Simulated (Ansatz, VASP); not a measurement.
**One calculation of ZrZn4N, two programs**

```
CELL_PARAMETERS angstrom
5.25034 0.00000 0.00000
-2.62517 4.54693 0.00000
0.00000 0.00000 3.69562
ATOMIC_POSITIONS crystal
Zr 0.00000 0.00000 0.00000
Zn 0.66667 0.33333 0.00000
Zn 0.01569 0.50784 0.50000
Zn 0.49216 0.50784 0.50000
Zn 0.49216 0.98431 0.50000
N 0.33333 0.66667 0.00000
```

Change from the starting cell: species swapped into the CeCo4Cu type (P-6m2, No. 187).

Alike in both runs: functional PBE; k mesh 6 × 6 × 4; occupations gaussian, width 0.1 eV; no spin polarisation.

Ansatz relaxed the structure, and its values are those at the end. VASP's run is a single point on that final structure, the one shown.

|  | VASP | Ansatz |
| --- | --- | --- |
| version | VASP 6.6.1 | Ansatz 0.2.0 |
| potentials or method | VASP PAW PBE potentials, release 64 (Zr_sv, Zn, N), cutoff 520 eV | scalar-relativistic, plane waves, PAW |
| valence electrons in the cell | 65 | 65 |

```csv
,VASP,Ansatz,Ansatz less VASP
gap on the k mesh at the Fermi level (eV),none,none,-
pressure (GPa),0.6,0.2,-0.41
rms of the force components (eV/Å),0.008,0.006,-0.0023
```

A gap of «none» marks a metal or a gap that the smearing closes. With one functional, cell and mesh, what is left measures potentials, basis and numerics.

The k mesh is coarse, so the values compare programs but aren't converged.
